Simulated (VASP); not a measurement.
# Bi: single point with r2SCAN

The system is Bi.

```
Bi
1.0
     3.25556    0.00000    0.00000
     0.00000    3.25556    0.00000
     0.00000    0.00000    3.25556
Bi
1
Direct
  0.00000 0.00000 0.00000
```

| Item | Value |
| --- | --- |
| Program | VASP 6.6.1 |
| Task | single point |
| Functional | r2SCAN |
| Potentials or basis | VASP PAW PBE potentials, release 64 (Bi_d) |
| Cutoff | 550 eV |
| k mesh | 12 × 12 × 12 |
| Occupations | gaussian, width 0.1 eV |
| Spin | no spin polarisation |

```json
{
 "Pressure": "0.0 GPa"
}
```

Levels at points of the mesh, in eV from the Fermi level:
```csv
k point,band 5,band 6,band 7,band 8,band 9,band 10
"(0.00, 0.00, 0.00)",-23.36,-13.73,3.25,3.25,3.25,6.97
"(0.50, 0.00, 0.00)",-23.35,-11.73,-5.22,5.20,5.20,10.30
"(0.50, 0.50, 0.00)",-23.23,-9.73,-3.35,-3.35,3.06,7.26
"(0.50, 0.50, 0.50)",-23.22,-7.66,-1.57,-1.57,-1.57,5.76
```

Wall time 60 s on 1 thread of Intel(R) Xeon(R) 6975P-C (Granite Rapids), with other jobs on the host, peak memory 0.19 GiB.

Caveat: the PAW data sets were made with another functional, which shifts forces and pressure a little; spin-orbit coupling is left out, which moves the levels of the heavy elements.
